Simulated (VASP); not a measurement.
A run of VASP 6.6.1 is set up as follows.

File INCAR:

```
ALGO = Normal
EDIFF = 1E-6
ENCUT = 520
GGA = PS
ISIF = 2
ISMEAR = 0
LASPH = True
LCHARG = False
LREAL = False
LWAVE = False
NBANDS = 23
NELM = 80
PREC = Accurate
SIGMA = 0.1
```

The input KPOINTS:

```
k-points
0
Gamma
  16 16 12
```

POSCAR

```
ZrB
1.0
    2.2852363997      2.2852363997      0.0000000000
   -2.2852363997      2.2852363997      0.0000000000
    0.0000000000      0.0000000000      5.0372444895
Zr B
2 2
Direct
    0.0000000000      0.0000000000      0.0000000000
    0.5000000000      0.5000000000      0.5000000000
    0.5000000000      0.5000000000      0.0000000000
    0.0000000000      0.0000000000      0.5000000000
```

Potentials or basis: VASP PAW PBE potentials, release 64 (Zr_sv, B).

Launch:

```console
$ cat potpaw_PBE.64/Zr_sv/POTCAR potpaw_PBE.64/B/POTCAR > POTCAR
$ mpirun -np 1 vasp_std > vasp.out
```

(1) Predict the pressure.

(2) Predict the band gap on the k mesh.

Answers

(1) 20.8 GPa.

(2) zero (bands 15 and 16 overlap by 3.54 eV).

Caveat: the cell differs from its parent crystal (biaxial strain in the a-b plane: -6.0 %); the cell stands under pressure; the PAW data sets were made with another functional, which shifts forces and pressure a little.
